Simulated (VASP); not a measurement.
# Hf (Im-3m) in VASP: further runs

The runs below take Hf through single point, with PBE.

Everything below comes from runs of VASP 6.6.1. Logs are shortened: lines on timing, memory, paths and dates and some standing lists are left out, and cuts for length are marked.

### 1 The cell of the first run

Symmetry: Im-3m, No. 229, cubic system. The conventional cell has a = 3.610 Å, b = 3.610 Å, c = 3.610 Å, α = 90.00°, β = 90.00°, γ = 90.00°. Within 4.1 Å of Hf (site symmetry m-3m) lie 14 Hf at 3.13 to 3.61 Å.

### 2 Single point, PBE

The input, INCAR:

```
ALGO = Normal
EDIFF = 1E-7
ENCUT = 520
GGA = PE
ISIF = 2
ISMEAR = -1
LASPH = True
LCHARG = True
LELF = True
LREAL = False
LVHAR = True
LWAVE = False
NBANDS = 11
NELM = 60
PREC = Accurate
SIGMA = 0.08
```

The input, KPOINTS:

```
k-points
0
Gamma
  16 16 16
```

The input, POSCAR:

```
Hf
1.0
   -1.8050000000      1.8050000000      1.8050000000
    1.8050000000     -1.8050000000      1.8050000000
    1.8050000000      1.8050000000     -1.8050000000
Hf
1
Direct
    0.0000000000      0.0000000000      0.0000000000
```

Potentials or basis: VASP PAW PBE potentials, release 64 (Hf_pv).

Started as:

```bash
$ cat potpaw_PBE.64/Hf_pv/POTCAR > POTCAR
$ mpirun -np 1 vasp_std > vasp.out
```

OUTCAR:

```text
EDIFF = 1E-7
   ENCUT = 520
   GGA = PE
   ISIF = 2
   ISMEAR = -1
   LASPH = True
   LREAL = False
   NELM = 60
   PREC = Accurate

 ion  position               nearest neighbor table
   1  0.000  0.000  0.000-

  LATTYP: Found a body centered cubic cell.
 ALAT       =     3.6100000000

  Lattice vectors:

 A1 = (  -1.8050000000,   1.8050000000,   1.8050000000)
 A2 = (   1.8050000000,  -1.8050000000,   1.8050000000)
 A3 = (   1.8050000000,   1.8050000000,  -1.8050000000)

Analysis of symmetry for initial positions (statically):
=====================================================================
 Subroutine PRICEL returns:
 Original cell was already a primitive cell.

 Routine SETGRP: Setting up the symmetry group for a
 body centered cubic supercell.

 Subroutine GETGRP returns: Found 48 space group operations
 (whereof 48 operations were pure point group operations)
 out of a pool of 48 trial point group operations.

The static configuration has the point symmetry O_h .

Analysis of symmetry for dynamics (positions and initial velocities):
=====================================================================
 Subroutine PRICEL returns:
 Original cell was already a primitive cell.

 Routine SETGRP: Setting up the symmetry group for a
 body centered cubic supercell.

 Subroutine GETGRP returns: Found 48 space group operations
 (whereof 48 operations were pure point group operations)
 out of a pool of 48 trial point group operations.

The dynamic configuration has the point symmetry O_h .

 Subroutine INISYM returns: Found 48 space group operations
 (whereof 48 operations are pure point group operations),
 and found     1 'primitive' translations

----------------------------------------------------------------------------------------

                                     Primitive cell

  volume of cell :      23.5229

  direct lattice vectors                    reciprocal lattice vectors
    -1.805000000  1.805000000  1.805000000     0.000000000  0.277008310  0.277008310
     1.805000000 -1.805000000  1.805000000     0.277008310  0.000000000  0.277008310
     1.805000000  1.805000000 -1.805000000     0.277008310  0.277008310  0.000000000

  length of vectors
     3.126351708  3.126351708  3.126351708     0.391748909  0.391748909  0.391748909

  position of ions in fractional coordinates (direct lattice)
     0.000000000  0.000000000  0.000000000

  ion indices of the primitive-cell ions
   primitive index   ion index
                 1           1

----------------------------------------------------------------------------------------

 KPOINTS: k-points

Automatic generation of k-mesh.
 Grid dimensions read from file:
 generate k-points for:   16   16   16

 Generating k-lattice:

  Cartesian coordinates                     Fractional coordinates (reciprocal lattice)
     0.000000000  0.017313019  0.017313019     0.062500000  0.000000000  0.000000000
     0.017313019  0.000000000  0.017313019     0.000000000  0.062500000  0.000000000
     0.017313019  0.017313019  0.000000000     0.000000000  0.000000000  0.062500000

  Length of vectors
     0.024484307  0.024484307  0.024484307

  Shift w.r.t. Gamma in fractional coordinates (k-lattice)
     0.000000000  0.000000000  0.000000000

 Subroutine IBZKPT returns following result:
 ===========================================

 Found    145 irreducible k-points:

 Following reciprocal coordinates:
            Coordinates               Weight
  0.000000  0.000000  0.000000      1.000000
  0.062500  0.000000  0.000000     12.000000
  0.125000  0.000000  0.000000     12.000000
  0.187500  0.000000  0.000000     12.000000
  0.250000  0.000000  0.000000     12.000000
  0.312500  0.000000  0.000000     12.000000
[... 16 lines left out ...]
  0.187500  0.187500  0.000000     24.000000
  0.250000  0.187500  0.000000     48.000000
 [... further k-points ...]
   k-points           NKPTS =    145   k-points in BZ     NKDIM =    145   number of bands    NBANDS=     11
   number of dos      NEDOS =    301   number of ions     NIONS =      1
   total plane-waves  NPLWV =  13824
   dimension x,y,z NGX =    24 NGY =   24 NGZ =   24
   dimension x,y,z NGXF=    48 NGYF=   48 NGZF=   48
   ions per type =               1
   NGX,Y,Z   is equivalent  to a cutoff of  12.76, 12.76, 12.76 a.u.
   NGXF,Y,Z  is equivalent  to a cutoff of  25.52, 25.52, 25.52 a.u.
 SYSTEM =  unknown system
   PREC   = accura    normal or accurate (medium, high low for compatibility)
   ISTART =      0    job   : 0-new  1-cont  2-samecut
   ICHARG =      2    charge: 1-file 2-atom 10-const
   ISPIN  =      1    spin polarized calculation?
   LNONCOLLINEAR =      F non collinear calculations
   LSORBIT =      F    spin-orbit coupling
   LASPH  =      T    aspherical Exc in radial PAW
   ENCUT  =  520.0 eV  38.22 Ry    6.18 a.u.   5.81  5.81  5.81*2*pi/ulx,y,z
   NELM   =     60;   NELMIN=  2; NELMDL= -5     # of ELM steps
   EDIFF  = 0.1E-06   stopping-criterion for ELM
   LREAL  =      F    real-space projection
   EDIFFG = 0.1E-05   stopping-criterion for IOM
   NSW    =      0    number of steps for IOM
   IBRION =     -1    ionic relax: 0-MD 1-quasi-New 2-CG
   NFREE  =      0    steps in history (QN), initial steepest desc. (CG)
   ISIF   =      2    stress and relaxation
   ISYM   =      2    0-nonsym 1-usesym 2-fastsym
   POTIM  = 0.5000    time-step for ionic-motion
   TEBEG  =    0.0;   TEEND  =   0.0 temperature during run
   PSTRESS=    0.0 pullay stress
   NELECT =      10.0000    total number of electrons
   NUPDOWN=      -1.0000    fix difference up-down
   EMIN   =  10.00;   EMAX   =-10.00  energy-range for DOS
   EFERMI =   0.00;   METHOD = LEGACY
   ISMEAR =    -1;   SIGMA  =   0.08  broadening in eV -4-tet -1-fermi 0-gaus
   EFERMI_NEDOS =   21; number of points for ismear=-14 and -15
   IALGO  =     38    algorithm
   IMIX   =      4    mixing-type and parameters
     AMIX     =   0.40;   BMIX     =  1.00
     AMIX_MAG =   1.60;   BMIX_MAG =  1.00
  volume/ion in A,a.u.               =      23.52       158.74
  Fermi-wavevector in a.u.,A,eV,Ry     =   1.230961  2.326179 20.616432  1.515265
  Thomas-Fermi vector in A             =   2.365789
   LORBIT       =      0    0 simple, 1 ext, 2 COOP (PROOUT), +10 PAW based schemes
   GGA     = PE    functional components
   LHFCALC =     F    Hartree Fock is set to
   AEXX    =    0.0000 exact exchange contribution
   IVDW    =     0    specifies the selected vdW correction
   LEPSILON=     F    determine dielectric tensor
   LRPA    =     F    only Hartree local field effects (RPA)
 non-spin polarized calculation
  energy-cutoff  :      520.00
  volume of cell :       23.52
 maximum number of plane-waves:       682
   NGX = 11   NGY = 11   NGZ = 11

 number of electron      10.0000001 magnetization

 Free energy of the ion-electron system (eV)
  ---------------------------------------------------
  ext. energy  EPLUGINS =         0.00000000
  ---------------------------------------------------
  free energy    TOTEN  =        -9.74238278 eV

  energy without entropy =       -9.69833649  energy(sigma->0) =       -9.72035963

 E-fermi :   4.2447     XC(G=0): -11.0583

 val. band max:        4.2262675039   @ k =   0.2500   0.2500   0.0000
 cond. band min:       4.2471198920   @ k =   0.1875   0.1250   0.0625
 fundamental gap:      0.0208523880
 Fermi energy:         4.2447443725

 k-point     1 :       0.0000    0.0000    0.0000
  band No.  band energies     occupation
      1     -25.7875      2.00000
      2     -25.7875      2.00000
      3     -25.7875      2.00000
      4      -2.6290      2.00000
      5       5.7297      0.00000
      6       5.7297      0.00000
      7       5.7297      0.00000
      8       8.3669      0.00000
      9       8.3669      0.00000
     10      17.2900      0.00000
     11      17.2900      0.00000

 k-point     2 :       0.0625    0.0000    0.0000
  band No.  band energies     occupation
      1     -25.8154      2.00000
      2     -25.7963      2.00000
      3     -25.7876      2.00000
      4      -2.4925      2.00000
      5       5.6340      0.00000
      6       5.6933      0.00000
      7       5.8631      0.00000
      8       8.2128      0.00000
      9       8.3658      0.00000
     10      17.3190      0.00000
     11      17.4184      0.00000

 k-point     3 :       0.1250    0.0000    0.0000
  band No.  band energies     occupation
      1     -25.8940      2.00000
      2     -25.8214      2.00000
      3     -25.7878      2.00000
      4      -2.0959      2.00000
      5       5.3763      0.00000
      6       5.5376      0.00000
      7       6.2589      0.00000
      8       7.9252      0.00000
      9       8.3730      0.00000
     10      17.3177      0.00000
     11      17.7118      0.00000

 k-point     4 :       0.1875    0.0000    0.0000
  band No.  band energies     occupation
      1     -26.0095      2.00000
      2     -25.8586      2.00000
      3     -25.7881      2.00000
      4      -1.4805      2.00000
      5       5.0254      0.00012
      6       5.2051      0.00001
      7       6.9034      0.00000
      8       7.7936      0.00000
      9       8.4131      0.00000
     10      17.3153      0.00000
     11      17.8112      0.00000
[... 239 lines left out ...]
 k-point    22 :       0.4375    0.1250    0.0000
  band No.  band energies     occupation
      1     -26.4425      2.00000
      2     -26.0469      2.00000
      3     -25.8265      2.00000
      4       1.4234      2.00000
      5       3.8467      1.98628
      6       4.7342      0.00439
      7       8.0107      0.00000
      8       9.2502      0.00000
      9      11.8208      0.00000
     10      13.0504      0.00000
     11      15.2765      0.00000

 k-point    23 :       0.1875    0.1875    0.0000
  band No.  band energies     occupation
      1     -26.2593      2.00000
      2     -25.9535      2.00000
      3     -25.8370      2.00000
      4       0.3755      2.00000
      5       4.1134      1.67556
      6       4.4380      0.16400
      7       7.6177      0.00000
      8       8.9717      0.00000
      9       9.2418      0.00000
     10      15.9288      0.00000
     11      17.3265      0.00000

 k-point    24 :       0.2500    0.1875    0.0000
  band No.  band energies     occupation
      1     -26.3283      2.00000
      2     -26.0113      2.00000
      3     -25.8459      2.00000
      4       1.1157      2.00000
      5       3.8411      1.98720
      6       4.3000      0.66762
      7       7.8147      0.00000
      8       9.0116      0.00000
      9      10.3425      0.00000
     10      14.6482      0.00000
     11      17.2829      0.00000

 [... further k-points ...]
[... 5 lines left out ...]
  --------------------------------------------------------------------------------------
  -------------------------------------------------------------------------------------
  Total       -0.7544671     -0.7544671     -0.7544671      0.0000000      0.0000000     -0.0000000
  in kB      -51.3877113    -51.3877113    -51.3877113      0.0000000      0.0000000     -0.0000000
  external PRESSURE =     -51.3877113 kB  Pullay stress =       0.0000000 kB

 VOLUME and BASIS-vectors are now :
 -----------------------------------------------------------------------------
  energy-cutoff  :      520.00
  volume of cell :       23.52
      direct lattice vectors                 reciprocal lattice vectors
    -1.805000000  1.805000000  1.805000000     0.000000000  0.277008310  0.277008310
     1.805000000 -1.805000000  1.805000000     0.277008310  0.000000000  0.277008310
     1.805000000  1.805000000 -1.805000000     0.277008310  0.277008310  0.000000000

 POSITION                                       TOTAL-FORCE (eV/Angst)
 -----------------------------------------------------------------------------------
      0.00000      0.00000      0.00000        -0.000000     -0.000000      0.000000
 -----------------------------------------------------------------------------------
    total drift:                                0.000000     -0.000000      0.000000

  FREE ENERGIE OF THE ION-ELECTRON SYSTEM (eV)
  ---------------------------------------------------
  free  energy   TOTEN  =        -9.7423827820 eV

  energy  without entropy=       -9.6983364853  energy(sigma->0) =       -9.72035963
```

Wall time 37 s (1 thread of AMD EPYC 7R43 (Zen 3), shared host); peak memory 0.13 GiB.

Results:

* Free energy: -9.7424 eV
* Pressure: -5.1 GPa
* Band gap on the k mesh: zero (band 5 reaches 5.73 eV, above the bottom of band 6 at 3.55 eV)

Caveat: spin-orbit coupling is left out, which moves the levels of the heavy elements.

[end of part 1 of 2]
